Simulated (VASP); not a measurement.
Write the native input for VASP 6.6.1 that does the following.

```
Task                               : single point
Functional                         : HSE06
Potentials or basis                : VASP PAW PBE potentials, release 64 (O, Ca_sv, Mg)
Cutoff                             : 520 eV
k mesh                             : 1 × 1 × 1
Occupations                        : fermi-dirac, width 0.05 eV
Spin                               : no spin polarisation
Dipole correction                  : no
Grid for exact exchange (PRECFOCK) : Fast
Further INCAR settings             : LREAL = Auto; ALGO = Normal; EDIFF = 1e-06; NBANDS = 270
Share of exact exchange            : 0.25
Screening parameter                : 0.2079 1/Å
```

Ca13Mg3O16:

```
CELL_PARAMETERS angstrom
9.35849 0.00000 0.00000
0.00000 9.35849 0.00000
0.00000 0.00000 9.35849
ATOMIC_POSITIONS crystal
O 0.24966 0.00166 0.99973
O 0.24850 0.01011 0.50021
O 0.24847 0.49884 0.99825
O 0.24029 0.49079 0.50097
O 0.75023 0.00054 0.99861
O 0.75143 0.00202 0.50143
O 0.75139 0.50005 0.99015
O 0.75961 0.49930 0.50948
O 0.00140 0.25168 0.00327
O 0.00959 0.26044 0.49795
O 0.00006 0.74846 0.00814
O 0.00108 0.74027 0.49122
O 0.49859 0.25078 0.00817
O 0.49038 0.25211 0.49118
O 0.49981 0.74979 0.99411
O 0.49876 0.74889 0.50544
O 0.99983 0.99211 0.25180
O 0.99849 0.99700 0.74858
O 0.99882 0.50905 0.25999
O 0.99030 0.50231 0.73982
O 0.50008 0.00612 0.25048
O 0.50130 0.99212 0.74949
O 0.50114 0.49482 0.25138
O 0.50951 0.50908 0.74816
O 0.25894 0.25101 0.26011
O 0.25251 0.25163 0.74042
O 0.24427 0.74987 0.25139
O 0.25780 0.74839 0.74836
O 0.74209 0.25190 0.25188
O 0.74738 0.25985 0.74864
O 0.75563 0.74888 0.25039
O 0.74094 0.74015 0.74925
Ca 0.99994 0.99797 0.00230
Ca 0.00185 0.00036 0.49828
Ca 0.99804 0.50199 0.99991
Ca 0.49994 0.00031 0.99996
Ca 0.49786 0.00233 0.49982
Ca 0.50203 0.50045 0.99794
Ca 0.49995 0.49897 0.50130
Ca 0.25199 0.25054 0.00249
Ca 0.24990 0.74994 0.99977
Ca 0.24820 0.74755 0.49983
Ca 0.74800 0.25234 0.00021
Ca 0.75024 0.25410 0.50014
Ca 0.74979 0.74803 0.99824
Ca 0.75157 0.74642 0.50130
Ca 0.25010 0.00203 0.25223
Ca 0.25189 0.00006 0.74793
Ca 0.24831 0.49897 0.25385
Ca 0.24965 0.50013 0.74617
Ca 0.74998 0.00050 0.25032
Ca 0.74790 0.99778 0.74973
Ca 0.75169 0.50044 0.25272
Ca 0.00254 0.25323 0.25418
Ca 0.99995 0.25441 0.74586
Ca 0.99735 0.74608 0.74703
Ca 0.49994 0.25302 0.74724
Ca 0.49994 0.75014 0.25013
Mg 0.99994 0.50018 0.50009
Mg 0.24995 0.25396 0.49744
Mg 0.74994 0.50283 0.74631
Mg 0.99994 0.74608 0.25420
Mg 0.49655 0.25132 0.25433
Mg 0.50335 0.74593 0.74897
```

These files were run (other wordings do the same):

POSCAR

```
Ca13Mg3O16
1.0
    9.3584930000      0.0000000000      0.0000000000
    0.0000000000      9.3584930000      0.0000000000
    0.0000000000      0.0000000000      9.3584930000
O Ca Mg
32 26 6
Direct
    0.2496600000      0.0016610000      0.9997320000
    0.2485040000      0.0101140000      0.5002100000
    0.2484670000      0.4988380000      0.9982460000
    0.2402880000      0.4907910000      0.5009690000
    0.7502310000      0.0005360000      0.9986080000
    0.7514250000      0.0020210000      0.5014280000
    0.7513870000      0.5000540000      0.9901530000
    0.7596060000      0.4993020000      0.5094780000
    0.0013960000      0.2516820000      0.0032680000
    0.0095870000      0.2604430000      0.4979550000
    0.0000650000      0.7484640000      0.0081360000
    0.0010750000      0.7402680000      0.4912180000
    0.4985880000      0.2507820000      0.0081650000
    0.4903800000      0.2521100000      0.4911800000
    0.4998090000      0.7497900000      0.9941130000
    0.4987600000      0.7488920000      0.5054400000
    0.9998260000      0.9921140000      0.2518040000
    0.9984930000      0.9970030000      0.7485840000
    0.9988190000      0.5090460000      0.2599910000
    0.9903050000      0.5023130000      0.7398240000
    0.5000820000      0.0061190000      0.2504750000
    0.5013030000      0.9921200000      0.7494860000
    0.5011360000      0.4948200000      0.2513750000
    0.5095130000      0.5090830000      0.7481590000
    0.2589440000      0.2510140000      0.2601150000
    0.2525130000      0.2516290000      0.7404180000
    0.2442700000      0.7498690000      0.2513870000
    0.2577970000      0.7483940000      0.7483620000
    0.7420870000      0.2519050000      0.2518760000
    0.7473760000      0.2598520000      0.7486380000
    0.7556290000      0.7488760000      0.2503920000
    0.7409440000      0.7401530000      0.7492520000
    0.9999450000      0.9979710000      0.0022950000
    0.0018510000      0.0003580000      0.4982810000
    0.9980420000      0.5019860000      0.9999090000
    0.4999440000      0.0003110000      0.9999580000
    0.4978620000      0.0023270000      0.4998190000
    0.5020300000      0.5004470000      0.9979430000
    0.4999480000      0.4989670000      0.5013040000
    0.2519920000      0.2505400000      0.0024910000
    0.2499040000      0.7499450000      0.9997680000
    0.2482040000      0.7475500000      0.4998340000
    0.7480020000      0.2523400000      0.0002100000
    0.7502430000      0.2541010000      0.5001430000
    0.7497940000      0.7480340000      0.9982420000
    0.7515750000      0.7464180000      0.5012950000
    0.2501010000      0.0020260000      0.2522330000
    0.2518910000      0.0000560000      0.7479270000
    0.2483130000      0.4989740000      0.2538540000
    0.2496500000      0.5001250000      0.7461670000
    0.7499840000      0.0005030000      0.2503210000
    0.7478980000      0.9977760000      0.7497270000
    0.7516930000      0.5004360000      0.2527200000
    0.0025430000      0.2532330000      0.2541830000
    0.9999470000      0.2544090000      0.7458570000
    0.9973510000      0.7460850000      0.7470340000
    0.4999450000      0.2530240000      0.7472420000
    0.4999450000      0.7501360000      0.2501320000
    0.9999450000      0.5001840000      0.5000880000
    0.2499540000      0.2539630000      0.4974400000
    0.7499410000      0.5028280000      0.7463070000
    0.9999420000      0.7460770000      0.2541980000
    0.4965490000      0.2513230000      0.2543340000
    0.5033480000      0.7459290000      0.7489720000
```

INCAR.step1

```
PREC = Accurate
ENCUT = 520
EDIFF = 1E-5
ISMEAR = -1
SIGMA = 0.05
LREAL = Auto
LASPH = T
NELM = 80
ALGO = Normal
ISIF = 2
LWAVE = T
NBANDS = 270
GGA = PE
LUSENCCL = F
```

INCAR.step2

```
PREC = Accurate
ENCUT = 520
EDIFF = 1E-6
ISMEAR = -1
SIGMA = 0.05
LREAL = Auto
LASPH = T
NELM = 80
ALGO = Normal
ISIF = 2
LWAVE = F
LCHARG = T
GGA = PE
LHFCALC = T
HFSCREEN = 0.2079
PRECFOCK = Fast
LELF = T
LVHAR = T
NBANDS = 270
ISTART = 1
LUSENCCL = F
```

KPOINTS

```
regular mesh
0
Gamma
  1 1 1
```

Potentials or basis: VASP PAW PBE potentials, release 64 (O, Ca_sv, Mg).

The run is started by

```sh
$ cat potpaw_PBE.64/O/POTCAR potpaw_PBE.64/Ca_sv/POTCAR potpaw_PBE.64/Mg/POTCAR > POTCAR
$ cp INCAR.step1 INCAR
$ mpirun -np 1 vasp_gam > vasp.out
$ cp INCAR.step2 INCAR
$ mpirun -np 1 vasp_gam > vasp.out
```

It gave:

```yaml
Pressure: 3.3 GPa
Largest_force: 0.156 eV/Å
Band_gap_on_the_k_mesh: 5.58 eV
```

Caveat: the k points lie up to 0.67 Å⁻¹ apart; the PAW data sets were made with another functional, which shifts forces and pressure a little.

Wall time 9.1 min on 1 × NVIDIA H100 80GB with 1 thread of AMD EPYC 7R13 Processor (Zen 3), with other jobs on the host, peak memory 1.6 GiB.
